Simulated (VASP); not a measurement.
BePd, 2 atoms in the cell. It takes space group Pm-3m (No. 221, cubic). The conventional cell has a = 2.804 Å, b = 2.804 Å, c = 2.804 Å, α = 90.00°, β = 90.00°, γ = 90.00°. Within 3.2 Å of Be (site symmetry m-3m) lie 8 Pd at 2.43 Å and 6 Be at 2.80 Å. Pd (site symmetry m-3m) has 8 Be at 2.43 Å and 6 Pd at 2.80 Å within 3.2 Å.  This cell differs from its parent crystal: volume scaled by 0.99.

```yaml
Program: VASP 6.6.1
Task: single point
Functional: LDA
Potentials_or_basis: VASP PAW LDA potentials, release 64 (Be, Pd)
Cutoff: 520 eV
k_mesh: 12 × 12 × 12
Occupations: fermi-dirac, width 0.08 eV
Spin: no spin polarisation
Dipole_correction: no
Further_INCAR_settings: ALGO = Normal; EDIFF = 1e-06; NBANDS = 13
```

Potentials or basis: VASP PAW LDA potentials, release 64 (Be, Pd).

Command:

```sh
$ cat potpaw_LDA.64/Be/POTCAR potpaw_LDA.64/Pd/POTCAR > POTCAR
$ mpirun -np 1 vasp_std > vasp.out
```

Hardware: 1 thread of Intel Xeon 6975P-C, with other jobs on the host.

**Question.** Estimate the wall time of this run.

**Answer.** Wall time 8.6 s on 1 thread of Intel Xeon 6975P-C, on a shared host, peak memory 0.15 GiB. Counts: scf iterations 12, k points 84.
